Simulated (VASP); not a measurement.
# BN (P6_3mc) in VASP: a series of runs

BN is run at these levels: PBE; tasks: single point.

All numbers are computed with VASP 6.6.1; they aren't measurements. Logs are shortened: lines on timing, memory, paths and dates and some standing lists are left out, and cuts for length are marked.

## (1) The cell of the first run

It takes space group P6_3mc (No. 186, hexagonal). The conventional cell has a = 2.536 Å, b = 2.536 Å, c = 4.199 Å, α = 90.00°, β = 90.00°, γ = 120.00°. Within 2.1 Å of B (site symmetry 3m) lie 4 N at 1.56 to 1.57 Å. N (site symmetry 3m) has 4 B at 1.56 to 1.57 Å within 2.1 Å.

## (2) Single point, PBE

INCAR reads:

```
SYSTEM = BN
ALGO = Normal
EDIFF = 1E-6
ENCUT = 600
GGA = PE
GGA_COMPAT = .False.
ISIF = 2
ISMEAR = 0
LASPH = .True.
LCHARG = .True.
LELF = .True.
LREAL = .False.
LVHAR = .True.
LWAVE = .False.
NBANDS = 16
NELM = 120
PREC = Accurate
SIGMA = 0.01
```

KPOINTS reads:

```
k-points
0
Gamma
  8 8 4
  0 0 0
```

POSCAR reads:

```
BN
1.0
    2.5360000000      0.0000000000      0.0000000000
   -1.2680000000      2.1962404200      0.0000000000
    0.0000000000      0.0000000000      4.1990000000
B N
2 2
Direct
    0.6666666667      0.3333333333      0.0000000000
    0.3333333333      0.6666666667      0.5000000000
    0.6666666667      0.3333333333      0.3750000000
    0.3333333333      0.6666666667      0.8750000000
```

Potentials or basis: VASP PAW PBE potentials, release 64 (B, N).

Run with:

```bash
cat potpaw_PBE.64/B/POTCAR potpaw_PBE.64/N/POTCAR > POTCAR
mpirun -np 1 vasp_std > vasp.out
```

OUTCAR:

```text
SYSTEM = BN
   EDIFF = 1E-6
   ENCUT = 600
   GGA = PE
   ISIF = 2
   ISMEAR = 0
   LASPH = .True.
   LREAL = .False.
   NELM = 120
   PREC = Accurate

 ion  position               nearest neighbor table
   1  0.667  0.333  0.000-   4 1.56   4 1.56   4 1.56   3 1.57
   2  0.333  0.667  0.500-   3 1.56   3 1.56   3 1.56   4 1.57
   3  0.667  0.333  0.375-   2 1.56   2 1.56   2 1.56   1 1.57
   4  0.333  0.667  0.875-   1 1.56   1 1.56   1 1.56   2 1.57

  LATTYP: Found a hexagonal cell.
 ALAT       =     2.5360000000
 C/A-ratio  =     1.6557570978

  Lattice vectors:

 A1 = (   2.5360000000,   0.0000000000,   0.0000000000)
 A2 = (  -1.2680000000,   2.1962404200,   0.0000000000)
 A3 = (   0.0000000000,   0.0000000000,   4.1990000000)

Analysis of symmetry for initial positions (statically):
=====================================================================
 Subroutine PRICEL returns:
 Original cell was already a primitive cell.

 Routine SETGRP: Setting up the symmetry group for a
 hexagonal supercell.

 Subroutine GETGRP returns: Found 12 space group operations
 (whereof  6 operations were pure point group operations)
 out of a pool of 24 trial point group operations.

The static configuration has the point symmetry C_3v.
 The point group associated with its full space group is C_6v.

Analysis of symmetry for dynamics (positions and initial velocities):
=====================================================================
 Subroutine PRICEL returns:
 Original cell was already a primitive cell.

 Routine SETGRP: Setting up the symmetry group for a
 hexagonal supercell.

 Subroutine GETGRP returns: Found 12 space group operations
 (whereof  6 operations were pure point group operations)
 out of a pool of 24 trial point group operations.

The dynamic configuration has the point symmetry C_3v.
 The point group associated with its full space group is C_6v.

 Subroutine INISYM returns: Found 12 space group operations
 (whereof  6 operations are pure point group operations),
 and found     1 'primitive' translations

----------------------------------------------------------------------------------------

                                     Primitive cell

  volume of cell :      23.3870

  direct lattice vectors                    reciprocal lattice vectors
     2.536000000  0.000000000  0.000000000     0.394321767  0.227661778  0.000000000
    -1.268000000  2.196240420  0.000000000     0.000000000  0.455323557  0.000000000
     0.000000000  0.000000000  4.199000000     0.000000000  0.000000000  0.238151941

  length of vectors
     2.536000000  2.535999997  4.199000000     0.455323556  0.455323557  0.238151941

  position of ions in fractional coordinates (direct lattice)
     0.666666667  0.333333333  0.000000000
     0.333333333  0.666666667  0.500000000
     0.666666667  0.333333333  0.375000000
     0.333333333  0.666666667  0.875000000

  ion indices of the primitive-cell ions
   primitive index   ion index
                 1           1
                 2           2
                 3           3
                 4           4

----------------------------------------------------------------------------------------

 KPOINTS: k-points

Automatic generation of k-mesh.
 Grid dimensions read from file:
 generate k-points for:    8    8    4

 Generating k-lattice:

  Cartesian coordinates                     Fractional coordinates (reciprocal lattice)
     0.049290221  0.028457722  0.000000000     0.125000000  0.000000000  0.000000000
     0.000000000  0.056915445  0.000000000     0.000000000  0.125000000  0.000000000
     0.000000000  0.000000000  0.059537985     0.000000000  0.000000000  0.250000000

  Length of vectors
     0.056915445  0.056915445  0.059537985

  Shift w.r.t. Gamma in fractional coordinates (k-lattice)
     0.000000000  0.000000000  0.000000000

 Subroutine IBZKPT returns following result:
 ===========================================

 Found     30 irreducible k-points:

 Following reciprocal coordinates:
            Coordinates               Weight
  0.000000  0.000000  0.000000      1.000000
  0.125000  0.000000  0.000000      6.000000
  0.250000  0.000000  0.000000      6.000000
  0.375000  0.000000  0.000000      6.000000
  0.500000  0.000000  0.000000      3.000000
  0.125000  0.125000  0.000000      6.000000
[... 16 lines left out ...]
  0.250000  0.000000  0.500000      6.000000
  0.375000  0.000000  0.500000      6.000000
 [... further k-points ...]
   k-points           NKPTS =     30   k-points in BZ     NKDIM =     30   number of bands    NBANDS=     16
   number of dos      NEDOS =    301   number of ions     NIONS =      4
   total plane-waves  NPLWV =  14400
   dimension x,y,z NGX =    20 NGY =   20 NGZ =   36
   dimension x,y,z NGXF=    40 NGYF=   40 NGZF=   72
   ions per type =               2   2
   NGX,Y,Z   is equivalent  to a cutoff of  13.11, 13.11, 14.25 a.u.
   NGXF,Y,Z  is equivalent  to a cutoff of  26.22, 26.22, 28.51 a.u.
 SYSTEM =  BN
   PREC   = accura    normal or accurate (medium, high low for compatibility)
   ISTART =      0    job   : 0-new  1-cont  2-samecut
   ICHARG =      2    charge: 1-file 2-atom 10-const
   ISPIN  =      1    spin polarized calculation?
   LNONCOLLINEAR =      F non collinear calculations
   LSORBIT =      F    spin-orbit coupling
   LASPH  =      T    aspherical Exc in radial PAW
   ENCUT  =  600.0 eV  44.10 Ry    6.64 a.u.   5.07  5.07  8.39*2*pi/ulx,y,z
   NELM   =    120;   NELMIN=  2; NELMDL= -5     # of ELM steps
   EDIFF  = 0.1E-05   stopping-criterion for ELM
   LREAL  =      F    real-space projection
   EDIFFG = 0.1E-04   stopping-criterion for IOM
   NSW    =      0    number of steps for IOM
   IBRION =     -1    ionic relax: 0-MD 1-quasi-New 2-CG
   NFREE  =      0    steps in history (QN), initial steepest desc. (CG)
   ISIF   =      2    stress and relaxation
   ISYM   =      2    0-nonsym 1-usesym 2-fastsym
   POTIM  = 0.5000    time-step for ionic-motion
   TEBEG  =    0.0;   TEEND  =   0.0 temperature during run
   PSTRESS=    0.0 pullay stress
   NELECT =      16.0000    total number of electrons
   NUPDOWN=      -1.0000    fix difference up-down
   EMIN   =  10.00;   EMAX   =-10.00  energy-range for DOS
   EFERMI =   0.00;   METHOD = LEGACY
   ISMEAR =     0;   SIGMA  =   0.01  broadening in eV -4-tet -1-fermi 0-gaus
   EFERMI_NEDOS =   21; number of points for ismear=-14 and -15
   IALGO  =     38    algorithm
   IMIX   =      4    mixing-type and parameters
     AMIX     =   0.40;   BMIX     =  1.00
     AMIX_MAG =   1.60;   BMIX_MAG =  1.00
  volume/ion in A,a.u.               =       5.85        39.46
  Fermi-wavevector in a.u.,A,eV,Ry     =   1.442524  2.725976 28.312044  2.080877
  Thomas-Fermi vector in A             =   2.561035
   LORBIT       =      0    0 simple, 1 ext, 2 COOP (PROOUT), +10 PAW based schemes
   GGA     = PE    functional components
   LHFCALC =     F    Hartree Fock is set to
   AEXX    =    0.0000 exact exchange contribution
   IVDW    =     0    specifies the selected vdW correction
   LEPSILON=     F    determine dielectric tensor
   LRPA    =     F    only Hartree local field effects (RPA)
 non-spin polarized calculation
 Gauss-broadening in eV      SIGMA  =   0.01
  energy-cutoff  :      600.00
  volume of cell :       23.39
 maximum number of plane-waves:       795
   NGX = 11   NGY = 11   NGZ = 17

 number of electron      16.0000003 magnetization

 Free energy of the ion-electron system (eV)
  ---------------------------------------------------
  ext. energy  EPLUGINS =         0.00000000
  ---------------------------------------------------
  free energy    TOTEN  =       -34.82617964 eV

  energy without entropy =      -34.82617964  energy(sigma->0) =      -34.82617964

 E-fermi :   7.7228     XC(G=0): -12.8633

 val. band max:        7.6802255067   @ k =   0.0000   0.0000   0.0000
 cond. band min:      13.2014107606   @ k =   0.3750   0.2500   0.0000
 fundamental gap:      5.5211852539
 Fermi energy:         7.7227674707

 k-point     1 :       0.0000    0.0000    0.0000
  band No.  band energies     occupation
      1     -12.8383      2.00000
      2      -8.6448      2.00000
      3      -3.3278      2.00000
      4       5.5458      2.00000
      5       5.5458      2.00000
      6       7.4318      2.00000
[... 8 lines left out ...]
     15      19.6664      0.00000
     16      24.0211      0.00000

 k-point     2 :       0.1250    0.0000    0.0000
  band No.  band energies     occupation
      1     -12.4963      2.00000
      2      -8.3843      2.00000
      3      -2.9889      2.00000
      4       4.0874      2.00000
      5       4.9507      2.00000
      6       6.4655      2.00000
[... 8 lines left out ...]
     15      20.6280      0.00000
     16      23.4865      0.00000

 k-point     3 :       0.2500    0.0000    0.0000
  band No.  band energies     occupation
      1     -11.4969      2.00000
      2      -7.6994      2.00000
      3      -2.0053      2.00000
      4       1.1832      2.00000
      5       3.8359      2.00000
      6       3.8988      2.00000
[... 8 lines left out ...]
     15      22.7840      0.00000
     16      23.2347      0.00000

 k-point     4 :       0.3750    0.0000    0.0000
  band No.  band energies     occupation
      1      -9.9683      2.00000
      2      -7.0962      2.00000
      3      -1.2742      2.00000
      4      -0.5185      2.00000
      5       1.3173      2.00000
      6       2.9667      2.00000
[... 8 lines left out ...]
     15      23.6483      0.00000
     16      24.8374      0.00000
[... 324 lines left out ...]
 k-point    22 :       0.1250    0.0000    0.5000
  band No.  band energies     occupation
      1     -11.0471      2.00000
      2     -11.0471      2.00000
      3       2.0275      2.00000
      4       2.0275      2.00000
      5       5.2160      2.00000
      6       5.2160      2.00000
[... 8 lines left out ...]
     15      21.5319      0.00000
     16      21.5319      0.00000

 k-point    23 :       0.2500    0.0000    0.5000
  band No.  band energies     occupation
      1     -10.1144      2.00000
      2     -10.1144      2.00000
      3       1.3542      2.00000
      4       1.3542      2.00000
      5       3.5620      2.00000
      6       3.5620      2.00000
[... 8 lines left out ...]
     15      22.6446      0.00000
     16      22.6446      0.00000

 k-point    24 :       0.3750    0.0000    0.5000
  band No.  band energies     occupation
      1      -8.7842      2.00000
      2      -8.7842      2.00000
      3      -1.0821      2.00000
      4      -1.0821      2.00000
      5       3.8245      2.00000
      6       3.8245      2.00000
[... 8 lines left out ...]
     15      23.9046      0.00000
     16      23.9046      0.00000

 [... further k-points ...]

------------------------ aborting loop because EDIFF is reached ----------------------------------------

  FORCE on cell =-STRESS in cart. coord.  units (eV):
  Direction    XX          YY          ZZ          XY          YZ          ZX
  --------------------------------------------------------------------------------------
  -------------------------------------------------------------------------------------
  Total        1.2269042      1.2269042      1.0486281      0.0000000      0.0000000      0.0000000
  in kB       84.0516497     84.0516494     71.8384662      0.0000000      0.0000000      0.0000000
  external PRESSURE =      79.9805884 kB  Pullay stress =       0.0000000 kB

 VOLUME and BASIS-vectors are now :
 -----------------------------------------------------------------------------
  energy-cutoff  :      600.00
  volume of cell :       23.39
      direct lattice vectors                 reciprocal lattice vectors
     2.536000000  0.000000000  0.000000000     0.394321767  0.227661778  0.000000000
    -1.268000000  2.196240420  0.000000000     0.000000000  0.455323557  0.000000000
     0.000000000  0.000000000  4.199000000     0.000000000  0.000000000  0.238151941

 POSITION                                       TOTAL-FORCE (eV/Angst)
 -----------------------------------------------------------------------------------
      1.26800      0.73208      0.00000        -0.000000      0.000000      0.057047
     -0.00000      1.46416      2.09950         0.000000      0.000000      0.057047
      1.26800      0.73208      1.57462        -0.000000      0.000000     -0.057047
     -0.00000      1.46416      3.67413         0.000000     -0.000000     -0.057047
 -----------------------------------------------------------------------------------
    total drift:                                0.000000     -0.000000     -0.000238

  FREE ENERGIE OF THE ION-ELECTRON SYSTEM (eV)
  ---------------------------------------------------
  free  energy   TOTEN  =       -34.8261796428 eV

  energy  without entropy=      -34.8261796428  energy(sigma->0) =      -34.82617964
```

Wall time 18 s (1 thread of AMD EPYC 7R43 (Zen 3), shared host); peak memory 0.1 GiB.

Results:

| Property | Result |
| --- | --- |
| Free energy | -34.8262 eV |
| Pressure | 8.0 GPa |
| Largest force | 0.057 eV/Å |
| Band gap on the k mesh | 5.52 eV, indirect (least direct gap 8.35 eV) |

Forces on the atoms (eV/Å):
```
B    0.000  0.000  0.057
B    0.000  0.000  0.057
N    0.000  0.000 -0.057
N    0.000  0.000 -0.057
```

(Continued in part 2 of 2.)
